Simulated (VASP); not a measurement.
# TiTe (P6_3/mmc) in VASP: a series of runs

TiTe is run at these levels: PBEsol; tasks: relaxation of cell and atoms, single point.

Program: VASP 6.6.1. These are calculated values, not measurements. Logs are shortened: lines on timing, memory, paths and dates and some standing lists are left out, and cuts for length are marked.

## (1) The cell of the first run

The structure is hexagonal, space group P6_3/mmc (No. 194). Conventional cell: a = 3.939 Å, b = 3.939 Å, c = 6.409 Å, α = 90.00°, β = 90.00°, γ = 120.00°. Within 3.7 Å of Ti (site symmetry -6m2) lie 6 Te at 2.78 Å. Te (site symmetry -3m) has 6 Ti at 2.78 Å and 2 Te at 3.20 Å within 3.7 Å.

## (2) Relaxation of cell and atoms, PBEsol

The input, INCAR:

```
PREC = Accurate
ENCUT = 600
EDIFF = 1E-6
ISMEAR = 0
SIGMA = 0.1
LREAL = False
LASPH = True
NELM = 60
ALGO = Normal
ISIF = 3
LWAVE = False
LCHARG = False
GGA = PS
IBRION = 2
NSW = 65
EDIFFG = -0.01
```

The input, KPOINTS:

```
regular mesh
0
Gamma
  12 12 6
```

The input, POSCAR:

```
TiTe
1.0
    3.9393705542      0.0000000000      0.0000000000
   -1.9696852771      3.4115949749      0.0000000000
    0.0000000000      0.0000000000      6.4087729298
Ti Te
2 2
Direct
    0.0000000000      0.0000000000      0.0000000000
    0.3333333333      0.6666666667      0.5000000000
    0.6666666667      0.3333333333      0.2500000000
    0.6666666667      0.3333333333      0.7500000000
```

Potentials or basis: VASP PAW PBE potentials, release 64 (Ti_sv, Te).

The run is started by

```console
$ cat potpaw_PBE.64/Ti_sv/POTCAR potpaw_PBE.64/Te/POTCAR > POTCAR
$ mpirun -np 1 vasp_std > vasp.out
```

OUTCAR:

```text
PREC = Accurate
   ENCUT = 600
   EDIFF = 1E-6
   ISMEAR = 0
   LREAL = False
   LASPH = True
   NELM = 60
   ISIF = 3
   GGA = PS
   IBRION = 2
   NSW = 65
   EDIFFG = -0.01

 ion  position               nearest neighbor table
   1  0.000  0.000  0.000-   3 2.78   4 2.78   3 2.78   4 2.78   3 2.78   4 2.78
   2  0.333  0.667  0.500-   3 2.78   4 2.78   3 2.78   4 2.78   3 2.78   4 2.78
   3  0.667  0.333  0.250-   1 2.78   2 2.78   2 2.78   1 2.78   1 2.78   2 2.78   4 3.20   4 3.20

   4  0.667  0.333  0.750-   1 2.78   2 2.78   2 2.78   1 2.78   1 2.78   2 2.78   3 3.20   3 3.20

  LATTYP: Found a hexagonal cell.
 ALAT       =     3.9393705542
 C/A-ratio  =     1.6268520165

  Lattice vectors:

 A1 = (   3.9393705542,   0.0000000000,   0.0000000000)
 A2 = (  -1.9696852771,   3.4115949749,   0.0000000000)
 A3 = (   0.0000000000,   0.0000000000,   6.4087729298)

Analysis of symmetry for initial positions (statically):
=====================================================================
 Subroutine PRICEL returns:
 Original cell was already a primitive cell.

 Routine SETGRP: Setting up the symmetry group for a
 hexagonal supercell.

 Subroutine GETGRP returns: Found 24 space group operations
 (whereof 12 operations were pure point group operations)
 out of a pool of 24 trial point group operations.

The static configuration has the point symmetry D_3h.
 The point group associated with its full space group is D_6h.

Analysis of symmetry for dynamics (positions and initial velocities):
=====================================================================
 Subroutine PRICEL returns:
 Original cell was already a primitive cell.

 Routine SETGRP: Setting up the symmetry group for a
 hexagonal supercell.

 Subroutine GETGRP returns: Found 24 space group operations
 (whereof 12 operations were pure point group operations)
 out of a pool of 24 trial point group operations.

The dynamic configuration has the point symmetry D_3h.
 The point group associated with its full space group is D_6h.

 Subroutine INISYM returns: Found 24 space group operations
 (whereof 12 operations are pure point group operations),
 and found     1 'primitive' translations

----------------------------------------------------------------------------------------

                                     Primitive cell

  volume of cell :      86.1309

  direct lattice vectors                    reciprocal lattice vectors
     3.939370554  0.000000000  0.000000000     0.253847661  0.146559015  0.000000000
    -1.969685277  3.411594975  0.000000000     0.000000000  0.293118031  0.000000000
     0.000000000  0.000000000  6.408772930     0.000000000  0.000000000  0.156036110

  length of vectors
     3.939370554  3.939370554  6.408772930     0.293118031  0.293118031  0.156036110

  position of ions in fractional coordinates (direct lattice)
     0.000000000  0.000000000  0.000000000
     0.333333333  0.666666667  0.500000000
     0.666666667  0.333333333  0.250000000
     0.666666667  0.333333333  0.750000000

  ion indices of the primitive-cell ions
   primitive index   ion index
                 1           1
                 2           2
                 3           3
                 4           4

----------------------------------------------------------------------------------------

 KPOINTS: regular mesh

Automatic generation of k-mesh.
 Grid dimensions read from file:
 generate k-points for:   12   12    6

 Generating k-lattice:

  Cartesian coordinates                     Fractional coordinates (reciprocal lattice)
     0.021153972  0.012213251  0.000000000     0.083333333 -0.000000000  0.000000000
     0.000000000  0.024426503  0.000000000     0.000000000  0.083333333  0.000000000
     0.000000000  0.000000000  0.026006018     0.000000000  0.000000000  0.166666667

  Length of vectors
     0.024426503  0.024426503  0.026006018

  Shift w.r.t. Gamma in fractional coordinates (k-lattice)
     0.000000000  0.000000000  0.000000000

 Subroutine IBZKPT returns following result:
 ===========================================

 Found     76 irreducible k-points:

 Following reciprocal coordinates:
            Coordinates               Weight
  0.000000  0.000000  0.000000      1.000000
  0.083333  0.000000  0.000000      6.000000
  0.166667  0.000000  0.000000      6.000000
  0.250000  0.000000  0.000000      6.000000
  0.333333  0.000000  0.000000      6.000000
  0.416667  0.000000  0.000000      6.000000
[... 16 lines left out ...]
  0.250000  0.000000  0.166667     12.000000
  0.333333  0.000000  0.166667     12.000000
 [... further k-points ...]
   k-points           NKPTS =     76   k-points in BZ     NKDIM =     76   number of bands    NBANDS=     22
   number of dos      NEDOS =    301   number of ions     NIONS =      4
   total plane-waves  NPLWV =  55296
   dimension x,y,z NGX =    32 NGY =   32 NGZ =   54
   dimension x,y,z NGXF=    64 NGYF=   64 NGZF=  108
   ions per type =               2   2
   NGX,Y,Z   is equivalent  to a cutoff of  13.50, 13.50, 14.01 a.u.
   NGXF,Y,Z  is equivalent  to a cutoff of  27.01, 27.01, 28.02 a.u.
 SYSTEM =  unknown system
   PREC   = accura    normal or accurate (medium, high low for compatibility)
   ISTART =      0    job   : 0-new  1-cont  2-samecut
   ICHARG =      2    charge: 1-file 2-atom 10-const
   ISPIN  =      1    spin polarized calculation?
   LNONCOLLINEAR =      F non collinear calculations
   LSORBIT =      F    spin-orbit coupling
   LASPH  =      T    aspherical Exc in radial PAW
   ENCUT  =  600.0 eV  44.10 Ry    6.64 a.u.   7.87  7.87 12.80*2*pi/ulx,y,z
   NELM   =     60;   NELMIN=  2; NELMDL= -5     # of ELM steps
   EDIFF  = 0.1E-05   stopping-criterion for ELM
   LREAL  =      F    real-space projection
   EDIFFG = -.1E-01   stopping-criterion for IOM
   NSW    =     65    number of steps for IOM
   IBRION =      2    ionic relax: 0-MD 1-quasi-New 2-CG
   NFREE  =      1    steps in history (QN), initial steepest desc. (CG)
   ISIF   =      3    stress and relaxation
   ISYM   =      2    0-nonsym 1-usesym 2-fastsym
   POTIM  = 0.5000    time-step for ionic-motion
   TEBEG  =    0.0;   TEEND  =   0.0 temperature during run
   PSTRESS=    0.0 pullay stress
   NELECT =      36.0000    total number of electrons
   NUPDOWN=      -1.0000    fix difference up-down
   EMIN   =  10.00;   EMAX   =-10.00  energy-range for DOS
   EFERMI =   0.00;   METHOD = LEGACY
   ISMEAR =     0;   SIGMA  =   0.10  broadening in eV -4-tet -1-fermi 0-gaus
   EFERMI_NEDOS =   21; number of points for ismear=-14 and -15
   IALGO  =     38    algorithm
   IMIX   =      4    mixing-type and parameters
     AMIX     =   0.40;   BMIX     =  1.00
     AMIX_MAG =   1.60;   BMIX_MAG =  1.00
  volume/ion in A,a.u.               =      21.53       145.31
  Fermi-wavevector in a.u.,A,eV,Ry     =   1.224022  2.313066 20.384659  1.498230
  Thomas-Fermi vector in A             =   2.359112
   LORBIT       =      0    0 simple, 1 ext, 2 COOP (PROOUT), +10 PAW based schemes
   GGA     = PS    functional components
   LHFCALC =     F    Hartree Fock is set to
   AEXX    =    0.0000 exact exchange contribution
   IVDW    =     0    specifies the selected vdW correction
   LEPSILON=     F    determine dielectric tensor
   LRPA    =     F    only Hartree local field effects (RPA)
 conjugate gradient relaxation of ions
 non-spin polarized calculation
 Gauss-broadening in eV      SIGMA  =   0.10
  energy-cutoff  :      600.00
  volume of cell :       86.13
 maximum number of plane-waves:      2910
 NGX is ok and might be reduce to    32
   NGX = 15   NGY = 15   NGZ = 25

--------------------------------------- Ionic step        1  -------------------------------------------

 number of electron      36.0000000 magnetization

 Free energy of the ion-electron system (eV)
  ---------------------------------------------------
  ext. energy  EPLUGINS =         0.00000000
  ---------------------------------------------------
  free energy    TOTEN  =       -24.67323217 eV

  energy without entropy =      -24.64577206  energy(sigma->0) =      -24.65950212

------------------------ aborting loop because EDIFF is reached ----------------------------------------

  FORCE on cell =-STRESS in cart. coord.  units (eV):
  Direction    XX          YY          ZZ          XY          YZ          ZX
  --------------------------------------------------------------------------------------
  -------------------------------------------------------------------------------------
  Total       -2.0216590     -2.0216590      6.7656481      0.0000000     -0.0000000      0.0000000
  in kB      -37.6061871    -37.6061871    125.8521979      0.0000000     -0.0000000      0.0000000
  external PRESSURE =      16.8799412 kB  Pullay stress =       0.0000000 kB
[... 95 lines left out ...]
  FREE ENERGIE OF THE ION-ELECTRON SYSTEM (eV)
  ---------------------------------------------------
  free  energy   TOTEN  =       -25.2281218924 eV

  energy  without entropy=      -25.2106352772  energy(sigma->0) =      -25.21937858

 E-fermi :  10.1492     XC(G=0): -11.2946

 val. band max:       10.1470110163   @ k =   0.0000   0.0000   0.1667
 cond. band min:      10.1526337861   @ k =   0.3333   0.2500   0.5000
 fundamental gap:      0.0056227698
 Fermi energy:        10.1492408835

 k-point     1 :       0.0000    0.0000    0.0000
  band No.  band energies     occupation
      1     -46.9329      2.00000
      2     -46.9320      2.00000
      3     -23.4492      2.00000
      4     -23.4237      2.00000
      5     -23.2455      2.00000
      6     -23.2455      2.00000
[... 574 lines left out ...]
      6     -23.3155      2.00000
[... 14 lines left out ...]
     21      11.1289      0.00000
     22      11.1793      0.00000

 [... further k-points ...]

[... ionic steps 4 to 7 ...]

--------------------------------------- Ionic step        8  -------------------------------------------

 number of electron      35.9999992 magnetization

------------------------ aborting loop because EDIFF is reached ----------------------------------------

  FORCE on cell =-STRESS in cart. coord.  units (eV):
  Direction    XX          YY          ZZ          XY          YZ          ZX
  --------------------------------------------------------------------------------------
  -------------------------------------------------------------------------------------
  Total       -0.0694309     -0.0694309      0.0105865      0.0000000     -0.0000000     -0.0000000
  in kB       -1.3338208     -1.3338208      0.2033744      0.0000000     -0.0000000     -0.0000000
  external PRESSURE =      -0.8214224 kB  Pullay stress =       0.0000000 kB
[... 61 lines left out ...]
  energy  without entropy=      -25.4519801386  energy(sigma->0) =      -25.45791405

--------------------------------------- Ionic step       10  -------------------------------------------

 number of electron      35.9999991 magnetization

 Free energy of the ion-electron system (eV)
  ---------------------------------------------------
  ext. energy  EPLUGINS =         0.00000000
  ---------------------------------------------------
  free energy    TOTEN  =       -25.46390766 eV

  energy without entropy =      -25.45209768  energy(sigma->0) =      -25.45800267

 E-fermi :   9.7459     XC(G=0): -11.1287

 val. band max:        9.7452941356   @ k =   0.3333   0.0000   0.0000
 cond. band min:       9.7665799974   @ k =   0.0833   0.0000   0.1667
 fundamental gap:      0.0212858618
 Fermi energy:         9.7459214650

 k-point     1 :       0.0000    0.0000    0.0000
  band No.  band energies     occupation
      1     -47.4362      2.00000
      2     -47.4353      2.00000
      3     -23.9389      2.00000
      4     -23.9160      2.00000
      5     -23.7527      2.00000
      6     -23.7527      2.00000
[... 574 lines left out ...]
      6     -23.8089      2.00000
[... 14 lines left out ...]
     21      10.6410      0.00000
     22      10.6850      0.00000

 [... further k-points ...]

------------------------ aborting loop because EDIFF is reached ----------------------------------------

  FORCE on cell =-STRESS in cart. coord.  units (eV):
  Direction    XX          YY          ZZ          XY          YZ          ZX
  --------------------------------------------------------------------------------------
  -------------------------------------------------------------------------------------
  Total       -0.0165196     -0.0165196      0.0035549      0.0000000      0.0000000     -0.0000000
  in kB       -0.3176788     -0.3176788      0.0683615      0.0000000      0.0000000     -0.0000000
  external PRESSURE =      -0.1889987 kB  Pullay stress =       0.0000000 kB
[... 19 lines left out ...]
  FREE ENERGIE OF THE ION-ELECTRON SYSTEM (eV)
  ---------------------------------------------------
  free  energy   TOTEN  =       -25.4639076583 eV

  energy  without entropy=      -25.4520976799  energy(sigma->0) =      -25.45800267

 reached required accuracy - stopping structural energy minimisation
```

It took 12 min on 1 thread of AMD EPYC 9R45 (Zen 5), shared host; peak memory 0.32 GiB.

Results:

| Property | Result |
| --- | --- |
| Free energy | -25.4639 eV |
| Relaxed volume | 20.83 Å³/atom |
| Relaxed cell | a = 3.561 Å, b = 3.561 Å, c = 7.585 Å, α = 90.00°, β = 90.00°, γ = 120.00° |
| Space group after relaxing (to 0.1 Å) | P6_3/mmc (No. 194) |
| Energy gained by relaxing | 197.7 meV/atom |
| Ionic steps | 10 |
| Pressure after relaxing | 0.0 GPa |
| Band gap on the k mesh | zero (bands 18 and 19 overlap by 0.21 eV) |

The path:
```csv
step,energy change (eV),largest force (eV/Å),pressure (GPa),volume (Å³)
1,0.0000,0.0000,1.69,86.13
2,-0.4639,0.0000,-2.38,88.67
3,-0.5549,0.0000,-7.69,91.94
4,-0.6163,0.0000,-5.52,90.61
5,-0.7611,0.0000,3.02,80.53
6,-0.7906,0.0000,0.12,83.22
7,-0.7905,0.0000,-0.01,83.37
8,-0.7906,0.0000,-0.08,83.40
9,-0.7906,0.0000,-0.13,83.42
10,-0.7907,0.0000,-0.02,83.31
```

Final structure:
```cif
data_structure
_symmetry_space_group_name_H-M 'P 1'
_symmetry_Int_Tables_number 1
_cell_length_a 3.5613
_cell_length_b 3.5613
_cell_length_c 7.5851
_cell_angle_alpha 90.000
_cell_angle_beta 90.000
_cell_angle_gamma 120.000
_cell_volume 83.31
loop_
_atom_site_label
_atom_site_type_symbol
_atom_site_fract_x
_atom_site_fract_y
_atom_site_fract_z
_atom_site_occupancy
Ti1 Ti 0.00000 0.00000 0.00000 1
Ti2 Ti 0.33333 0.66667 0.50000 1
Te1 Te 0.66667 0.33333 0.25000 1
Te2 Te 0.66667 0.33333 0.75000 1
```

Levels at points of the mesh, in eV from the Fermi level:
```tsv
k point	band 16	band 17	band 18	band 19	band 20	band 21
(0.00, 0.00, 0.00)	-1.02	-1.02	-0.11	-0.11	0.07	0.16
(0.50, 0.00, 0.00)	-1.80	-1.75	-0.21	0.12	0.33	0.91
(0.00, 0.00, 0.50)	-1.48	-0.22	-0.22	0.27	0.27	0.27
(0.50, 0.00, 0.50)	-2.50	-0.84	-0.84	0.90	0.90	1.26
```

Caveat: a cell axis changed by over 15 % at a fixed basis, so the end point is rough; the PAW data sets were made with another functional, which shifts forces and pressure a little; spin-orbit coupling is left out, which moves the levels of the heavy elements.

(Part 1 of 2 ends here.)
